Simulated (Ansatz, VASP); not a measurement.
AlN in VASP and in Ansatz

The input INCAR:

```
PREC = Accurate ; ENCUT = 600
EDIFF = 1E-6 ; ISMEAR = 0
SIGMA = 0.020999999999999998 ; LREAL = False
LASPH = True ; NELM = 120
ALGO = Normal ; ISIF = 2
LWAVE = False ; LCHARG = True
GGA = PE ; LELF = True
LVHAR = True ; NBANDS = 11
GGA_COMPAT = False
```

File KPOINTS:

```
Automatic mesh
0
Gamma
  11 11 11
```

File POSCAR:

```
AlN
1.0
    0.0000000000      2.0345180000      2.0345180000
    2.0345180000      0.0000000000      2.0345180000
    2.0345180000      2.0345180000      0.0000000000
Al N
1 1
Direct
    0.5000000000      0.5000000000      0.5000000000
    0.0000000000      0.0000000000      0.0000000000
```

File input.yaml:

```yaml
crystal:
  lattice:
    - [0.0, 2.034518, 2.034518]
    - [2.034518, 0.0, 2.034518]
    - [2.034518, 2.034518, 0.0]
  atoms:
    - { symbol: Al, position: [0.5, 0.5, 0.5] }
    - { symbol: "N", position: [0.0, 0.0, 0.0] }
hamiltonian:
  xc: pbe
  pseudopotentials: { kind: paw }
kpoints:
  mp_grid: { grid: [11, 11, 11] }
scf:
  occupations: { method: gaussian, width: 0.021 }
output:
  forces: true
  stress: true
  eigenvalues: true
```

Alike in both runs: task single point; functional PBE; k mesh 11 × 11 × 11; occupations gaussian, width 0.021 eV; no spin polarisation.

|  | VASP | Ansatz |
| --- | --- | --- |
| version | VASP 6.6.1 | Ansatz 0.2.0 |
| potentials or method | VASP PAW PBE potentials, release 64 (Al, N) | Ansatz PAW |
| plane-wave cutoff (eV) | 600 | 420 |
| valence electrons in the cell | 8 | 8 |

```csv
,VASP,Ansatz,Ansatz less VASP
gap on the k mesh at the Fermi level (eV),4.55,4.58,+0.022
least direct gap on the mesh (eV),5.41,5.40,-0.011
pressure (GPa),-0.1,0.3,+0.43
```

Noted on Ansatz's run: odd divisions of the mesh miss points on the zone boundary, where band edges often lie, so the gap on the mesh can be too wide.
